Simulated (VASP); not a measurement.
Ag: relaxation of cell and atoms with PBE

The system is Ag.

```
Ag
1.0
     2.14418    0.00000    0.00000
     0.00000    2.14418    0.00000
     0.00000    0.00000    2.14418
Ag
1
Direct
  0.00000 0.00000 0.00000
```

```
Program                : VASP 6.6.1
Task                   : relaxation of cell and atoms
Functional             : PBE
Potentials or basis    : VASP PAW PBE potentials, release 64 (Ag)
Cutoff                 : 600 eV
k mesh                 : 18 × 18 × 18
Occupations            : fermi-dirac, width 0.05 eV
Spin                   : no spin polarisation
Target pressure        : 390 GPa
Dipole correction      : no
Further INCAR settings : ALGO = Normal; EDIFF = 1e-06; IBRION = 2; EDIFFG = -0.005; NSW = 32; ISIF = 3
```

| Property | Result |
| --- | --- |
| Relaxed volume | 9.82 Å³/atom |
| Relaxed cell | a = 2.141 Å, b = 2.141 Å, c = 2.141 Å, α = 90.00°, β = 90.00°, γ = 90.00° |
| Space group after relaxing (to 0.05 Å) | Pm-3m (No. 221) |
| Energy change on relaxing (the enthalpy is what falls) | +89.1 meV/atom |
| Ionic steps | 4 |
| Pressure after relaxing | 389.9 GPa |

Step by step:
| step | energy change (eV) | largest force (eV/Å) | pressure (GPa) | volume (Å³) |
| --- | --- | --- | --- | --- |
| 1 | 0.0000 | 0.0000 | 384.36 | 9.86 |
| 2 | 1.2879 | 0.0000 | 466.63 | 9.37 |
| 3 | 0.0867 | 0.0000 | 389.84 | 9.82 |
| 4 | 0.0891 | 0.0000 | 389.95 | 9.82 |

Final structure:
```
Ag
1.0
     2.14150    0.00000    0.00000
     0.00000    2.14150    0.00000
     0.00000    0.00000    2.14150
Ag
1
Direct
  0.00000 0.00000 0.00000
```

Levels at points of the mesh, in eV from the Fermi level:
```tsv
k point	band 3	band 4	band 5	band 6	band 7	band 8
(0.00, 0.00, 0.00)	-12.51	-2.93	-2.93	-2.93	19.14	19.14
(0.50, 0.00, 0.00)	-6.52	-6.52	-3.71	-2.58	6.37	17.65
(0.50, 0.50, 0.00)	-5.82	-5.82	-0.35	4.71	4.71	14.24
(0.50, 0.50, 0.50)	-11.57	-0.11	-0.11	7.68	14.96	14.96
```

It took 19 s on 1 thread of Intel(R) Xeon(R) 6975P-C (Granite Rapids) (shared host), peak memory 0.15 GiB.

Caveat: the cell is relaxed towards a set pressure, so the enthalpy falls and the energy may rise.
